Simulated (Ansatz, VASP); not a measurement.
## One calculation of Si, two programs

```xyz
2
Lattice="0.0000 2.6596 2.6596 2.6596 0.0000 2.6596 2.6596 2.6596 0.0000" Properties=species:S:1:pos:R:3 pbc="T T T"
Si    0.0000    0.0000    0.0000
Si    1.3298    1.3298    1.3298
```

Alike in both runs: task single point; functional PBE; k mesh 12 × 12 × 12; no spin polarisation.

|  | VASP | Ansatz |
| --- | --- | --- |
| version | VASP 6.6.1 | Ansatz 0.2.0 |
| potentials or method | VASP PAW PBE potentials, release 64 (Si), cutoff 500 eV | scalar-relativistic, plane waves, PAW |
| occupations | gaussian, width 0.01 eV | fixed |
| valence electrons in the cell | 8 | 8 |

|  | VASP | Ansatz | Ansatz less VASP |
| --- | --- | --- | --- |
| gap on the k mesh at the Fermi level (eV) | 0.45 | 0.45 | -0.002 |
| least direct gap on the mesh (eV) | 2.59 | 2.58 | -0.006 |
| pressure (GPa) | 8.8 | 8.9 | +0.09 |
